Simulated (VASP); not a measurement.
Wanted: the native input for a VASP 6.6.1 run.

```yaml
Task: single point
Functional: r2SCAN
Potentials_or_basis: VASP PAW PBE potentials, release 64 (Ru_pv, S)
Cutoff: 520 eV
k_mesh: 12 × 12 × 12
Occupations: gaussian, width 0.05 eV
Spin: no spin polarisation
Dipole_correction: no
Further_INCAR_settings: ALGO = Normal; EDIFF = 1e-07; NBANDS = 17
```

The system is RuS.

```
Ru S
1.0
     0.00000    2.44864    2.44864
     2.47313    0.00000    2.44864
     2.47313    2.44864    0.00000
Ru S
1 1
Direct
  0.50000 0.50000 0.50000
  0.00000 0.00000 0.00000
```

The input as run:

POSCAR

```
RuS
1.0
    0.0000000000      2.4486422060      2.4486422060
    2.4731286281      0.0000000000      2.4486422060
    2.4731286281      2.4486422060      0.0000000000
Ru S
1 1
Direct
    0.5000000000      0.5000000000      0.5000000000
    0.0000000000      0.0000000000      0.0000000000
```

INCAR.step1

```
  PREC = Accurate
  ENCUT = 520
  ISMEAR = 0
  SIGMA = 0.05
  LREAL = F
  LASPH = T
  NELM = 100
  NBANDS = 17
  GGA = PE
  ALGO = Normal
  EDIFF = 1E-4
  LWAVE = T
  LCHARG = F
```

INCAR.step2

```
  PREC = Accurate
  ENCUT = 520
  EDIFF = 1E-7
  ISMEAR = 0
  SIGMA = 0.05
  LREAL = F
  LASPH = T
  NELM = 100
  ALGO = Normal
  ISIF = 2
  LWAVE = F
  LCHARG = T
  METAGGA = R2SCAN
  LMIXTAU = T
  LELF = T
  LVHAR = T
  NBANDS = 17
  ISTART = 1
```

KPOINTS

```
regular mesh
0
Gamma
  12 12 12
```

Potentials or basis: VASP PAW PBE potentials, release 64 (Ru_pv, S).

Launch:

```console
$ cat potpaw_PBE.64/Ru_pv/POTCAR potpaw_PBE.64/S/POTCAR > POTCAR
$ cp INCAR.step1 INCAR
$ mpirun -np 1 vasp_std > vasp.out
$ cp INCAR.step2 INCAR
$ mpirun -np 1 vasp_std > vasp.out
```

It gave:

```json
{
 "Pressure": "-1.4 GPa",
 "Band gap on the k mesh": "zero (bands 10 and 11 overlap by 2.24 eV)"
}
```

Caveat: the PAW data sets were made with another functional, which shifts forces and pressure a little.

It took 7.3 min on 1 thread of Intel(R) Xeon(R) Platinum 8259CL CPU @ 2.50GHz (Skylake/Cascade Lake), with other jobs on the host, peak memory 0.23 GiB.
